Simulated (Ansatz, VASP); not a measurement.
## MgO: VASP beside Ansatz

```
CELL_PARAMETERS angstrom
3.25534 0.00000 0.00000
-1.62767 2.81920 0.00000
0.00000 0.00000 10.41495
ATOMIC_POSITIONS crystal
Mg 0.33333 0.66667 0.96960
Mg 0.00000 0.00000 0.22095
Mg 0.00000 0.00000 0.72095
Mg 0.66667 0.33333 0.46960
O 0.33333 0.66667 0.77992
O 0.84026 0.00000 0.46713
O 0.00000 0.00000 0.02954
O 0.66667 0.33333 0.27992
```

Alike in both runs: task single point; functional PBEsol; k mesh 9 × 9 × 4; occupations gaussian, width 0.05 eV; no spin polarisation.

|  | VASP | Ansatz |
| --- | --- | --- |
| version | VASP 6.6.1 | Ansatz 0.2.0 |
| potentials or method | VASP PAW PBE potentials, release 64 (Mg, O), cutoff 520 eV | scalar-relativistic, plane waves, PAW |
| valence electrons in the cell | 32 | 64 |

```csv
,VASP,Ansatz,Ansatz less VASP
gap on the k mesh at the Fermi level (eV),0.97,1.00,+0.028
least direct gap on the mesh (eV),0.97,1.00,+0.026
pressure (GPa),15.3,14.4,-0.88
"traceless stress, the component that is largest in VASP (GPa)",-24.41,-22.76,+1.644
rms of the force components (eV/Å),5.800,5.424,-0.3755
```

VASP's potentials were made for PBE, not for PBEsol, and Ansatz warns of the same on its side. Atom by atom the forces differ by 0.383 eV/Å (rms over components). With one functional, cell and mesh, what is left measures potentials, basis and numerics. VASP's potentials hold 32 valence electrons a cell and Ansatz's 64, so a difference there can come from the potentials and not from the codes.
